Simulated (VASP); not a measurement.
# W12C13 in VASP: single point with PBE

Aim: the single point of W12C13 with PBE.

Everything below comes from runs of VASP 6.6.1. Logs are shortened: lines on timing, memory, paths and dates and some standing lists are left out, and cuts for length are marked.

## Step 1: The cell of the first run

The cell holds a slab with vacuum, 25 atoms: a = 5.799 Å, b = 5.799 Å, c = 20.076 Å, α = 90.00°, β = 90.00°, γ = 120.00°.

## Step 2: Single point, PBE

Input file INCAR:

```
  ALGO = Normal
  EDIFF = 1E-6
  ENCUT = 520
  GGA = PE
  ISIF = 2
  ISMEAR = -1
  LASPH = T
  LCHARG = F
  LREAL = Auto
  LWAVE = F
  NBANDS = 128
  NELM = 80
  PREC = Accurate
  SIGMA = 0.1
```

Input file KPOINTS:

```
k-points
0
Gamma
  3 3 1
```

Input file POSCAR:

```
W12C13
1.0
    5.7990000000      0.0000000000      0.0000000000
   -2.8995000000      5.0220810000      0.0000000000
    0.0000000000      0.0000000000     20.0755000000
W C
12 13
Direct
    0.0000000000      0.0000000000      0.0498120097
   -0.0055321664     -0.0002124617      0.1926319145
   -0.0123195023     -0.0010690787      0.3418080247
    0.0000000498      0.5000000996      0.0498120097
   -0.0055864871      0.4991484606      0.1925843939
   -0.0118322086      0.4998758483      0.3413866155
    0.5000000000      0.0000000000      0.0498120097
    0.4961875537      0.0004340830      0.1925287041
    0.4879945275     -0.0004858544      0.3408577619
    0.5000000498      0.5000000996      0.0498120097
    0.4957326784      0.4997195386      0.1890240841
    0.4868615500      0.4990291873      0.3231725735
    0.3333333831      0.1666667662      0.1203009140
    0.3226015783      0.1611610804      0.2595229010
    0.3444365964      0.2178433602      0.4006975169
    0.3333333333      0.6666666667      0.1203009140
    0.3225799548      0.6688912425      0.2592382755
    0.3446670096      0.6401310532      0.4003459441
    0.8333333831      0.1666667662      0.1203009140
    0.8258093891      0.1666548190      0.2651966327
    0.8170695516      0.1668650904      0.3967276531
    0.8333333333      0.6666666667      0.1203009140
    0.8299264014      0.6686429391      0.2601360863
    0.7685788548      0.6418436899      0.4015459640
    1.4918202536      0.5017463876      0.4252369804
```

Potentials or basis: VASP PAW PBE potentials, release 64 (W_sv, C).

Launch:

```bash
> cat potpaw_PBE.64/W_sv/POTCAR potpaw_PBE.64/C/POTCAR > POTCAR
> mpirun -np 1 vasp_std > vasp.out
```

OUTCAR:

```text
EDIFF = 1E-6
   ENCUT = 520
   GGA = PE
   ISIF = 2
   ISMEAR = -1
   LASPH = T
   LREAL = Auto
   NELM = 80
   PREC = Accurate

 ion  position               nearest neighbor table
   1  0.000  0.000  0.050-  22 2.19  13 2.19  19 2.19   2 2.87  10 2.90   4 2.90   7 2.90   7 2.90
                            10 2.90   4 2.90
   2  0.994  1.000  0.193-  14 2.13  23 2.15  19 2.20  22 2.22  20 2.23  13 2.24   1 2.87   8 2.89
                             5 2.90  11 2.90   5 2.90  11 2.90   8 2.91   3 3.00
   3  0.988  0.999  0.342-  21 2.03  15 2.16  24 2.17  20 2.26  23 2.33  14 2.36   6 2.90   9 2.90
                             9 2.90   6 2.90  12 2.92  12 2.93   2 3.00
   4  0.000  0.500  0.050-  16 2.19  22 2.19  19 2.19   5 2.87   7 2.90   1 2.90  10 2.90  10 2.90
                             1 2.90   7 2.90
   5  0.994  0.499  0.193-  17 2.12  23 2.16  22 2.20  19 2.21  20 2.22  16 2.24   4 2.87   8 2.89
                            11 2.89   2 2.90   2 2.90  11 2.91   8 2.91   6 2.99
   6  0.988  0.500  0.341-  21 2.01  18 2.16  24 2.19  20 2.27  23 2.31  17 2.35   3 2.90   9 2.90
                             9 2.90   3 2.90  12 2.92  12 2.93   5 2.99
   7  0.500  0.000  0.050-  16 2.19  19 2.19  13 2.19   8 2.87  10 2.90   4 2.90   1 2.90   1 2.90
                             4 2.90  10 2.90
   8  0.496  0.000  0.193-  17 2.14  14 2.15  13 2.20  20 2.21  16 2.22  19 2.23   7 2.87   5 2.89
                             2 2.89  11 2.90  11 2.90   2 2.91   5 2.91   9 2.98
   9  0.488  1.000  0.341-  21 2.00  18 2.17  15 2.19  20 2.28  14 2.32  17 2.33   6 2.90   3 2.90
                             3 2.90   6 2.90  12 2.92  12 2.92   8 2.98
  10  0.500  0.500  0.050-  22 2.19  16 2.19  13 2.19  11 2.79   1 2.90   7 2.90   4 2.90   4 2.90
                             7 2.90   1 2.90
  11  0.496  0.500  0.189-  16 2.15  13 2.17  22 2.19  23 2.20  14 2.21  17 2.22  12 2.69  10 2.79
                             5 2.89   2 2.90   8 2.90   8 2.90   2 2.90   5 2.91
  12  0.487  0.499  0.323-  25 2.05  15 2.10  18 2.10  17 2.11  24 2.12  14 2.12  23 2.14  11 2.69
                             6 2.92   9 2.92   3 2.92   9 2.92   3 2.93   6 2.93
  13  0.333  0.167  0.120-  11 2.17  10 2.19   1 2.19   7 2.19   8 2.20   2 2.24
  14  0.323  0.161  0.260-  12 2.12   2 2.13   8 2.15  11 2.21   9 2.32   3 2.36
  15  0.344  0.218  0.401-  25 1.51  12 2.10   3 2.16   9 2.19
  16  0.333  0.667  0.120-  11 2.15   4 2.19  10 2.19   7 2.19   8 2.22   5 2.24
  17  0.323  0.669  0.259-  12 2.11   5 2.12   8 2.14  11 2.22   9 2.33   6 2.35
  18  0.345  0.640  0.400-  25 1.52  12 2.10   6 2.16   9 2.17
  19  0.833  0.167  0.120-   4 2.19   7 2.19   1 2.19   2 2.20   5 2.21   8 2.23
  20  0.826  0.167  0.265-   8 2.21   5 2.22   2 2.23   3 2.26   6 2.27   9 2.28
  21  0.817  0.167  0.397-   9 2.00   6 2.01   3 2.03
  22  0.833  0.667  0.120-  11 2.19  10 2.19   4 2.19   1 2.19   5 2.20   2 2.22
  23  0.830  0.669  0.260-  12 2.14   2 2.15   5 2.16  11 2.20   6 2.31   3 2.33
  24  0.769  0.642  0.402-  25 1.47  12 2.12   3 2.17   6 2.19
  25  0.492  0.502  0.425-  24 1.47  15 1.51  18 1.52  12 2.05

  LATTYP: Found a hexagonal cell.
 ALAT       =     5.7990000000
 C/A-ratio  =     3.4618899810

  Lattice vectors:

 A1 = (   5.7990000000,   0.0000000000,   0.0000000000)
 A2 = (  -2.8995000000,   5.0220810000,   0.0000000000)
 A3 = (   0.0000000000,   0.0000000000,  20.0755000000)

Analysis of symmetry for initial positions (statically):
=====================================================================
 Subroutine PRICEL returns:
 Original cell was already a primitive cell.

 Routine SETGRP: Setting up the symmetry group for a
 hexagonal supercell.

 Subroutine GETGRP returns: Found  1 space group operations
 (whereof  1 operations were pure point group operations)
 out of a pool of 24 trial point group operations.

The static configuration has the point symmetry C_1 .

Analysis of symmetry for dynamics (positions and initial velocities):
=====================================================================
 Subroutine PRICEL returns:
 Original cell was already a primitive cell.

 Routine SETGRP: Setting up the symmetry group for a
 hexagonal supercell.

 Subroutine GETGRP returns: Found  1 space group operations
 (whereof  1 operations were pure point group operations)
 out of a pool of 24 trial point group operations.

The dynamic configuration has the point symmetry C_1 .

 Subroutine INISYM returns: Found  1 space group operations
 (whereof  1 operations are pure point group operations),
 and found     1 'primitive' translations

----------------------------------------------------------------------------------------

                                     Primitive cell

  volume of cell :     584.6597

  direct lattice vectors                    reciprocal lattice vectors
     5.799000000  0.000000000  0.000000000     0.172443525  0.099560322  0.000000000
    -2.899500000  5.022081000  0.000000000     0.000000000  0.199120643  0.000000000
     0.000000000  0.000000000 20.075500000     0.000000000  0.000000000  0.049811960

  length of vectors
     5.799000000  5.798999726 20.075500000     0.199120634  0.199120643  0.049811960

  position of ions in fractional coordinates (direct lattice)
     0.000000000  0.000000000  0.049812010
     0.994467834  0.999787538  0.192631914
     0.987680498  0.998930921  0.341808025
     0.000000050  0.500000100  0.049812010
     0.994413513  0.499148461  0.192584394
     0.988167791  0.499875848  0.341386615
[... 17 lines left out ...]
     0.768578855  0.641843690  0.401545964
     0.491820254  0.501746388  0.425236980

  ion indices of the primitive-cell ions
   primitive index   ion index
                 1           1
                 2           2
                 3           3
                 4           4
                 5           5
                 6           6
[... 17 lines left out ...]
                24          24
                25          25

----------------------------------------------------------------------------------------

 KPOINTS: k-points

Automatic generation of k-mesh.
 Grid dimensions read from file:
 generate k-points for:    3    3    1

 Generating k-lattice:

  Cartesian coordinates                     Fractional coordinates (reciprocal lattice)
     0.057481175  0.033186774  0.000000000     0.333333333 -0.000000000  0.000000000
     0.000000000  0.066373548  0.000000000     0.000000000  0.333333333  0.000000000
     0.000000000  0.000000000  0.049811960     0.000000000  0.000000000  1.000000000

  Length of vectors
     0.066373545  0.066373548  0.049811960

  Shift w.r.t. Gamma in fractional coordinates (k-lattice)
     0.000000000  0.000000000  0.000000000

 Subroutine IBZKPT returns following result:
 ===========================================

 Found      5 irreducible k-points:

 Following reciprocal coordinates:
            Coordinates               Weight
  0.000000  0.000000  0.000000      1.000000
  0.333333  0.000000  0.000000      2.000000
  0.000000  0.333333  0.000000      2.000000
 -0.333333  0.333333  0.000000      2.000000
  0.333333  0.333333  0.000000      2.000000
   k-points           NKPTS =      5   k-points in BZ     NKDIM =      5   number of bands    NBANDS=    128
   number of dos      NEDOS =    301   number of ions     NIONS =     25
   total plane-waves  NPLWV = 345600
   dimension x,y,z NGX =    48 NGY =   48 NGZ =  150
   dimension x,y,z NGXF=    96 NGYF=   96 NGZF=  300
   ions per type =              12  13
   NGX,Y,Z   is equivalent  to a cutoff of  13.76, 13.76, 12.42 a.u.
   NGXF,Y,Z  is equivalent  to a cutoff of  27.52, 27.52, 24.84 a.u.
 SYSTEM =  unknown system
   PREC   = accura    normal or accurate (medium, high low for compatibility)
   ISTART =      0    job   : 0-new  1-cont  2-samecut
   ICHARG =      2    charge: 1-file 2-atom 10-const
   ISPIN  =      1    spin polarized calculation?
   LNONCOLLINEAR =      F non collinear calculations
   LSORBIT =      F    spin-orbit coupling
   LASPH  =      T    aspherical Exc in radial PAW
   ENCUT  =  520.0 eV  38.22 Ry    6.18 a.u.  10.78 10.78 37.33*2*pi/ulx,y,z
   NELM   =     80;   NELMIN=  2; NELMDL= -5     # of ELM steps
   EDIFF  = 0.1E-05   stopping-criterion for ELM
   LREAL  =      T    real-space projection
   EDIFFG = 0.1E-04   stopping-criterion for IOM
   NSW    =      0    number of steps for IOM
   IBRION =     -1    ionic relax: 0-MD 1-quasi-New 2-CG
   NFREE  =      0    steps in history (QN), initial steepest desc. (CG)
   ISIF   =      2    stress and relaxation
   ISYM   =      2    0-nonsym 1-usesym 2-fastsym
   POTIM  = 0.5000    time-step for ionic-motion
   TEBEG  =    0.0;   TEEND  =   0.0 temperature during run
   PSTRESS=    0.0 pullay stress
   NELECT =     220.0000    total number of electrons
   NUPDOWN=      -1.0000    fix difference up-down
   EMIN   =  10.00;   EMAX   =-10.00  energy-range for DOS
   EFERMI =   0.00;   METHOD = LEGACY
   ISMEAR =    -1;   SIGMA  =   0.10  broadening in eV -4-tet -1-fermi 0-gaus
   EFERMI_NEDOS =   21; number of points for ismear=-14 and -15
   IALGO  =     38    algorithm
   IMIX   =      4    mixing-type and parameters
     AMIX     =   0.40;   BMIX     =  1.00
     AMIX_MAG =   1.60;   BMIX_MAG =  1.00
  volume/ion in A,a.u.               =      23.39       157.82
  Fermi-wavevector in a.u.,A,eV,Ry     =   1.181902  2.233470 19.005862  1.396891
  Thomas-Fermi vector in A             =   2.318166
   LORBIT       =      0    0 simple, 1 ext, 2 COOP (PROOUT), +10 PAW based schemes
   GGA     = PE    functional components
   LHFCALC =     F    Hartree Fock is set to
   AEXX    =    0.0000 exact exchange contribution
   IVDW    =     0    specifies the selected vdW correction
   LEPSILON=     F    determine dielectric tensor
   LRPA    =     F    only Hartree local field effects (RPA)
 non-spin polarized calculation
  energy-cutoff  :      520.00
  volume of cell :      584.66
 maximum number of plane-waves:     15795
 NGX is ok and might be reduce to    48
   NGX = 21   NGY = 21   NGZ = 75

 number of electron     219.9999991 magnetization

 Free energy of the ion-electron system (eV)
  ---------------------------------------------------
  ext. energy  EPLUGINS =         0.00000000
  ---------------------------------------------------
  free energy    TOTEN  =      -262.66663833 eV

  energy without entropy =     -262.39362758  energy(sigma->0) =     -262.53013296

 E-fermi :   1.6609     XC(G=0):  -7.0273

 val. band max:        1.6550483521   @ k =   0.0000   0.3333   0.0000
 cond. band min:       1.6785985774   @ k =   0.0000   0.0000   0.0000
 fundamental gap:      0.0235502254
 Fermi energy:         1.6608592907

 k-point     1 :       0.0000    0.0000    0.0000
  band No.  band energies     occupation
      1     -72.3488      2.00000
      2     -72.3275      2.00000
      3     -72.2974      2.00000
      4     -72.2956      2.00000
      5     -72.2807      2.00000
      6     -72.2705      2.00000
[... 114 lines left out ...]
    121       4.2485      0.00000
    122       4.4066      0.00000

 k-point     2 :       0.3333    0.0000    0.0000
  band No.  band energies     occupation
      1     -72.3355      2.00000
      2     -72.3145      2.00000
      3     -72.3080      2.00000
      4     -72.2956      2.00000
      5     -72.2886      2.00000
      6     -72.2753      2.00000
[... 373 lines left out ...]
      5     -72.2919      2.00000
      6     -72.2908      2.00000
[... 114 lines left out ...]
    121       3.9089      0.00000
    122       3.9230      0.00000
 [bands above 122 left out]

------------------------ aborting loop because EDIFF is reached ----------------------------------------

  FORCE on cell =-STRESS in cart. coord.  units (eV):
  Direction    XX          YY          ZZ          XY          YZ          ZX
  --------------------------------------------------------------------------------------
  -------------------------------------------------------------------------------------
  Total       -1.5457959     -1.6608978     -2.9403205      0.7533957     -0.1829469      3.0357146
  in kB       -4.2360350     -4.5514555     -8.0575325      2.0645744     -0.5013401      8.3189465
  external PRESSURE =      -5.6150076 kB  Pullay stress =       0.0000000 kB

 VOLUME and BASIS-vectors are now :
 -----------------------------------------------------------------------------
  energy-cutoff  :      520.00
  volume of cell :      584.66
      direct lattice vectors                 reciprocal lattice vectors
     5.799000000  0.000000000  0.000000000     0.172443525  0.099560322  0.000000000
    -2.899500000  5.022081000  0.000000000     0.000000000  0.199120643  0.000000000
     0.000000000  0.000000000 20.075500000     0.000000000  0.000000000  0.049811960

 POSITION                                       TOTAL-FORCE (eV/Angst)
 -----------------------------------------------------------------------------------
      0.00000      0.00000      1.00000        -0.059106      0.011984      0.895505
      2.86803      5.02101      3.86718         0.029176      0.019582      0.002316
      2.83116      5.01671      6.86197         0.082800      0.069139     -0.101778
     -1.44975      2.51104      1.00000        -0.035983     -0.023888      0.889122
      4.31932      2.50676      3.86623         0.045301     -0.012431      0.008053
      4.28100      2.51042      6.85351         0.086158     -0.001255     -0.053144
[... 17 lines left out ...]
      2.59596      3.22339      8.06124         0.574644      0.248668     -0.205927
      1.39725      2.51981      8.53685        -0.740307     -0.291678      0.179368
 -----------------------------------------------------------------------------------
    total drift:                               -0.011270      0.003757     -0.009897

  FREE ENERGIE OF THE ION-ELECTRON SYSTEM (eV)
  ---------------------------------------------------
  free  energy   TOTEN  =      -262.6666383314 eV

  energy  without entropy=     -262.3936275813  energy(sigma->0) =     -262.53013296
```

Wall time 15 min (1 thread of Intel Xeon Platinum 8559C (Emerald Rapids), shared host); peak memory 0.79 GiB.

What came out:

```
Free energy            : -262.6666 eV
Largest force          : 1.006 eV/Å
Band gap on the k mesh : zero (bands 110 and 111 overlap by 0.69 eV)
```

Forces in eV/Å, atoms in the order of the input:
```
W   -0.059  0.012  0.896
W    0.029  0.020  0.002
W    0.083  0.069 -0.102
W   -0.036 -0.024  0.889
W    0.045 -0.012  0.008
W    0.086 -0.001 -0.053
W   -0.020  0.008  0.877
W    0.012 -0.014  0.001
W    0.013 -0.039 -0.018
W   -0.033 -0.005  0.423
W    0.011  0.002  0.020
W    0.256  0.085  0.037
C   -0.157 -0.289 -0.877
C    0.067  0.034  0.067
C    0.152 -0.136  0.095
C   -0.424  0.153 -0.899
C    0.081 -0.001  0.084
C    0.083  0.101  0.169
C   -0.159  0.000 -0.803
C   -0.011 -0.022 -0.016
C    0.056 -0.020  0.098
C    0.062  0.124 -0.843
C    0.029  0.000 -0.029
C    0.575  0.249 -0.206
C   -0.740 -0.292  0.179
```

Caveat: the k points lie up to 0.42 Å⁻¹ apart, too coarse for converged energies and pressures of a metal; spin-orbit coupling is left out, which moves the levels of the heavy elements.
